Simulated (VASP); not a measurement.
# TiC (WC type) (P-6m2) in VASP: electric field gradients with PBE

Aim: the electric field gradients of TiC (WC type) with PBE.

All numbers are computed with VASP 6.6.1; they aren't measurements. Logs are shortened: lines on timing, memory, paths and dates and some standing lists are left out, and cuts for length are marked.

## 1. The cell of the first run

The structure is hexagonal, space group P-6m2 (No. 187). Conventional cell: a = 3.001 Å, b = 3.001 Å, c = 2.775 Å, α = 90.00°, β = 90.00°, γ = 120.00°. Within 3.1 Å of Ti (site symmetry -6m2) lie 6 C at 2.22 Å and 8 Ti at 2.77 to 3.00 Å. Within 3.1 Å of C (site symmetry -6m2) lie 6 Ti at 2.22 Å and 8 C at 2.77 to 3.00 Å.

## 2. Electric field gradients, PBE (z stretched by +3 % at fixed volume)

INCAR reads:

```
SYSTEM = TiC
PREC     = Accurate       ! precision mode
ENCUT    = 520            ! plane-wave cutoff, eV
EDIFF    = 1E-8           ! SCF threshold, eV
ISMEAR   = -1             ! smearing method
SIGMA    = 0.08           ! smearing width, eV
LREAL    = .False.        ! projectors in reciprocal space
LASPH    = .True.         ! aspherical terms in the spheres
NELM     = 100            ! most SCF steps
ALGO     = Normal         ! electronic algorithm
ISIF     = 2              ! what is computed and relaxed
LWAVE    = .False.        ! write WAVECAR
LCHARG   = .False.        ! write CHGCAR
GGA      = PE             ! functional
LEFG     = .True.       
NBANDS   = 15             ! bands
```

KPOINTS reads:

```
Automatic mesh
0
Gamma
  16 16 14
  0 0 0
```

POSCAR reads:

```
TiC
1.0
    3.0006076621      0.0000000000      0.0000000000
   -1.5003038311      2.5986024622      0.0000000000
    0.0000000000      0.0000000000      2.7747210287
Ti C
1 1
Direct
    0.0000000000      0.0000000000      0.0000000000
    0.3333333333      0.6666666667      0.5000000000
```

Potentials or basis: VASP PAW PBE potentials, release 64 (Ti_sv, C).

Started as:

```bash
$ cat potpaw_PBE.64/Ti_sv/POTCAR potpaw_PBE.64/C/POTCAR > POTCAR
$ mpirun -np 1 vasp_std > vasp.out
```

OUTCAR:

```text
SYSTEM = TiC
   PREC = Accurate
   ENCUT = 520
   EDIFF = 1E-8
   ISMEAR = -1
   LREAL = .False.
   LASPH = .True.
   NELM = 100
   ISIF = 2
   GGA = PE

 ion  position               nearest neighbor table
   1  0.000  0.000  0.000-   2 2.22   2 2.22   2 2.22   2 2.22   2 2.22   2 2.22
   2  0.333  0.667  0.500-   1 2.22   1 2.22   1 2.22   1 2.22   1 2.22   1 2.22

  LATTYP: Found a hexagonal cell.
 ALAT       =     3.0006076621
 C/A-ratio  =     0.9247197039

  Lattice vectors:

 A1 = (   3.0006076621,   0.0000000000,   0.0000000000)
 A2 = (  -1.5003038311,   2.5986024622,   0.0000000000)
 A3 = (   0.0000000000,   0.0000000000,   2.7747210287)

Analysis of symmetry for initial positions (statically):
=====================================================================
 Subroutine PRICEL returns:
 Original cell was already a primitive cell.

 Routine SETGRP: Setting up the symmetry group for a
 hexagonal supercell.

 Subroutine GETGRP returns: Found 12 space group operations
 (whereof 12 operations were pure point group operations)
 out of a pool of 24 trial point group operations.

The static configuration has the point symmetry D_3h.

Analysis of symmetry for dynamics (positions and initial velocities):
=====================================================================
 Subroutine PRICEL returns:
 Original cell was already a primitive cell.

 Routine SETGRP: Setting up the symmetry group for a
 hexagonal supercell.

 Subroutine GETGRP returns: Found 12 space group operations
 (whereof 12 operations were pure point group operations)
 out of a pool of 24 trial point group operations.

The dynamic configuration has the point symmetry D_3h.

 Subroutine INISYM returns: Found 12 space group operations
 (whereof 12 operations are pure point group operations),
 and found     1 'primitive' translations

----------------------------------------------------------------------------------------

                                     Primitive cell

  volume of cell :      21.6356

  direct lattice vectors                    reciprocal lattice vectors
     3.000607662  0.000000000  0.000000000     0.333265829  0.192411116  0.000000000
    -1.500303831  2.598602462  0.000000000     0.000000000  0.384822232  0.000000000
     0.000000000  0.000000000  2.774721029     0.000000000  0.000000000  0.360396591

  length of vectors
     3.000607662  3.000607662  2.774721029     0.384822232  0.384822232  0.360396591

  position of ions in fractional coordinates (direct lattice)
     0.000000000  0.000000000  0.000000000
     0.333333333  0.666666667  0.500000000

  ion indices of the primitive-cell ions
   primitive index   ion index
                 1           1
                 2           2

----------------------------------------------------------------------------------------

 KPOINTS: Automatic mesh

Automatic generation of k-mesh.
 Grid dimensions read from file:
 generate k-points for:   16   16   14

 Generating k-lattice:

  Cartesian coordinates                     Fractional coordinates (reciprocal lattice)
     0.020829114  0.012025695  0.000000000     0.062500000  0.000000000  0.000000000
     0.000000000  0.024051390  0.000000000     0.000000000  0.062500000  0.000000000
     0.000000000  0.000000000  0.025742614     0.000000000  0.000000000  0.071428571

  Length of vectors
     0.024051390  0.024051390  0.025742614

  Shift w.r.t. Gamma in fractional coordinates (k-lattice)
     0.000000000  0.000000000  0.000000000

 Subroutine IBZKPT returns following result:
 ===========================================

 Found    240 irreducible k-points:

 Following reciprocal coordinates:
            Coordinates               Weight
  0.000000  0.000000  0.000000      1.000000
  0.062500 -0.000000  0.000000      6.000000
  0.125000 -0.000000  0.000000      6.000000
  0.187500  0.000000  0.000000      6.000000
  0.250000 -0.000000  0.000000      6.000000
  0.312500 -0.000000  0.000000      6.000000
[... 16 lines left out ...]
  0.187500  0.187500  0.000000      6.000000
  0.250000  0.187500  0.000000     12.000000
 [... further k-points ...]
   k-points           NKPTS =    240   k-points in BZ     NKDIM =    240   number of bands    NBANDS=     15
   number of dos      NEDOS =    301   number of ions     NIONS =      2
   total plane-waves  NPLWV =  13824
   dimension x,y,z NGX =    24 NGY =   24 NGZ =   24
   dimension x,y,z NGXF=    48 NGYF=   48 NGZF=   48
   ions per type =               1   1
   NGX,Y,Z   is equivalent  to a cutoff of  13.30, 13.30, 14.38 a.u.
   NGXF,Y,Z  is equivalent  to a cutoff of  26.59, 26.59, 28.76 a.u.
 SYSTEM =  TiC
   PREC   = accura    normal or accurate (medium, high low for compatibility)
   ISTART =      0    job   : 0-new  1-cont  2-samecut
   ICHARG =      2    charge: 1-file 2-atom 10-const
   ISPIN  =      1    spin polarized calculation?
   LNONCOLLINEAR =      F non collinear calculations
   LSORBIT =      F    spin-orbit coupling
   LASPH  =      T    aspherical Exc in radial PAW
   ENCUT  =  520.0 eV  38.22 Ry    6.18 a.u.   5.58  5.58  5.16*2*pi/ulx,y,z
   NELM   =    100;   NELMIN=  2; NELMDL= -5     # of ELM steps
   EDIFF  = 0.1E-07   stopping-criterion for ELM
   LREAL  =      F    real-space projection
   EDIFFG = 0.1E-06   stopping-criterion for IOM
   NSW    =      0    number of steps for IOM
   IBRION =     -1    ionic relax: 0-MD 1-quasi-New 2-CG
   NFREE  =      0    steps in history (QN), initial steepest desc. (CG)
   ISIF   =      2    stress and relaxation
   ISYM   =      2    0-nonsym 1-usesym 2-fastsym
   POTIM  = 0.5000    time-step for ionic-motion
   TEBEG  =    0.0;   TEEND  =   0.0 temperature during run
   PSTRESS=    0.0 pullay stress
   NELECT =      16.0000    total number of electrons
   NUPDOWN=      -1.0000    fix difference up-down
   EMIN   =  10.00;   EMAX   =-10.00  energy-range for DOS
   EFERMI =   0.00;   METHOD = LEGACY
   ISMEAR =    -1;   SIGMA  =   0.08  broadening in eV -4-tet -1-fermi 0-gaus
   EFERMI_NEDOS =   21; number of points for ismear=-14 and -15
   IALGO  =     38    algorithm
   IMIX   =      4    mixing-type and parameters
     AMIX     =   0.40;   BMIX     =  1.00
     AMIX_MAG =   1.60;   BMIX_MAG =  1.00
  volume/ion in A,a.u.               =      10.82        73.00
  Fermi-wavevector in a.u.,A,eV,Ry     =   1.480444  2.797634 29.820092  2.191715
  Thomas-Fermi vector in A             =   2.594478
   LORBIT       =      0    0 simple, 1 ext, 2 COOP (PROOUT), +10 PAW based schemes
   GGA     = PE    functional components
   LHFCALC =     F    Hartree Fock is set to
   AEXX    =    0.0000 exact exchange contribution
   IVDW    =     0    specifies the selected vdW correction
   LEPSILON=     F    determine dielectric tensor
   LRPA    =     F    only Hartree local field effects (RPA)
 non-spin polarized calculation
  energy-cutoff  :      520.00
  volume of cell :       21.64
 maximum number of plane-waves:       599
 NGX is ok and might be reduce to    24
   NGX = 11   NGY = 11   NGZ = 11

 number of electron      16.0000004 magnetization

 Free energy of the ion-electron system (eV)
  ---------------------------------------------------
  ext. energy  EPLUGINS =         0.00000000
  ---------------------------------------------------
  free energy    TOTEN  =       -17.33613109 eV

  energy without entropy =      -17.32902729  energy(sigma->0) =      -17.33257919

 E-fermi :   8.4874     XC(G=0): -12.3051

 val. band max:        8.4433065942   @ k =   0.1875   0.1250   0.0000
 cond. band min:       8.5058841486   @ k =   0.3125  -0.0000   0.0714
 fundamental gap:      0.0625775544
 Fermi energy:         8.4873759576

 k-point     1 :       0.0000    0.0000    0.0000
  band No.  band energies     occupation
      1     -47.9334      2.00000
      2     -24.0723      2.00000
      3     -24.0723      2.00000
      4     -23.6974      2.00000
      5      -3.3653      2.00000
      6       7.2663      2.00000
      7       7.2663      2.00000
      8       7.6601      1.99994
      9      10.4454      0.00000
     10      11.8637      0.00000
     11      11.8637      0.00000
     12      14.2008      0.00000
     13      14.2008      0.00000
     14      16.4483      0.00000
     15      23.8228      0.00000
[... 397 lines left out ...]
 k-point    24 :       0.2500    0.1875    0.0000
  band No.  band energies     occupation
      1     -47.8786      2.00000
      2     -24.4161      2.00000
      3     -24.2143      2.00000
      4     -23.6467      2.00000
      5      -1.2568      2.00000
      6       4.6094      2.00000
      7       7.2149      2.00000
      8       8.1551      1.96907
      9       9.2274      0.00019
     10      11.2580      0.00000
     11      11.9566      0.00000
     12      12.6200      0.00000
     13      15.1289      0.00000
     14      20.0191      0.00000
     15      23.2418      0.00000

 [... further k-points ...]
[... 5 lines left out ...]
  --------------------------------------------------------------------------------------
  -------------------------------------------------------------------------------------
  Total        0.4041692      0.4041692     -1.3028791     -0.0000000     -0.0000000      0.0000000
  in kB       29.9299120     29.9299120    -96.4820045     -0.0000000     -0.0000000      0.0000000
  external PRESSURE =     -12.2073935 kB  Pullay stress =       0.0000000 kB

 VOLUME and BASIS-vectors are now :
 -----------------------------------------------------------------------------
  energy-cutoff  :      520.00
  volume of cell :       21.64
      direct lattice vectors                 reciprocal lattice vectors
     3.000607662  0.000000000  0.000000000     0.333265829  0.192411116  0.000000000
    -1.500303831  2.598602462  0.000000000     0.000000000  0.384822232  0.000000000
     0.000000000  0.000000000  2.774721029     0.000000000  0.000000000  0.360396591

 POSITION                                       TOTAL-FORCE (eV/Angst)
 -----------------------------------------------------------------------------------
      0.00000      0.00000      0.00000        -0.000000      0.000000      0.000000
     -0.00000      1.73240      1.38736         0.000000     -0.000000      0.000000
 -----------------------------------------------------------------------------------
    total drift:                                0.000000     -0.000000     -0.000000

  FREE ENERGIE OF THE ION-ELECTRON SYSTEM (eV)
  ---------------------------------------------------
  free  energy   TOTEN  =       -17.3361310887 eV

  energy  without entropy=      -17.3290272871  energy(sigma->0) =      -17.33257919

 Electric field gradients (V/A^2)
---------------------------------------------------------------------
 ion       V_xx      V_yy      V_zz      V_xy      V_xz      V_yz
---------------------------------------------------------------------
   1      40.295    40.294   -80.588    -0.001    -0.000     0.000
   2      -3.258    -3.258     6.516     0.000     0.000    -0.000
---------------------------------------------------------------------

 Electric field gradients after diagonalization (V/A^2)
 (convention: |V_zz| > |V_xx| > |V_yy|)
----------------------------------------------------------------------
 ion       V_xx      V_yy      V_zz     asymmetry (V_yy - V_xx)/ V_zz
----------------------------------------------------------------------
   1      40.295    40.293   -80.588       0.000
   2      -3.258    -3.258     6.516       0.000
----------------------------------------------------------------------

           NMR quadrupolar parameters

 Cq : quadrupolar parameter    Cq=e*Q*V_zz/h
 eta: asymmetry parameters     (V_yy - V_xx)/ V_zz
 Q  : nuclear electric quadrupole moment in mb (millibarn)
----------------------------------------------------------------------
 ion       Cq(MHz)       eta       Q (mb)
----------------------------------------------------------------------
   1      -0.195       0.000       1.000
   2       0.016       0.000       1.000
----------------------------------------------------------------------
```

Run time: 1.8 min. Hardware: 1 thread of Intel Xeon 8259CL, shared host; peak memory 0.2 GiB.

Results:

```yaml
Free_energy: -17.3361 eV
Pressure: -1.2 GPa
Band_gap_on_the_k_mesh: zero (bands 8 and 9 overlap by 0.04 eV)
Largest_electric_field_gradient_by_atom: Ti -80.6; C +6.5 V/Å²
```

Stress tensor (GPa, compression positive):
```
 2.99  0.00  0.00
 0.00  2.99  0.00
 0.00  0.00 -9.65
```

Electric field gradients, principal values (V/Å²):
| atom | least | middle | greatest (by size) |
| --- | --- | --- | --- |
| 1 Ti | 40.293 | 40.295 | -80.588 |
| 2 C | -3.258 | -3.258 | 6.516 |

Caveat: without QUAD_EFG the Cq values of the log hold for a quadrupole moment of 1 mb, not for the nuclei.
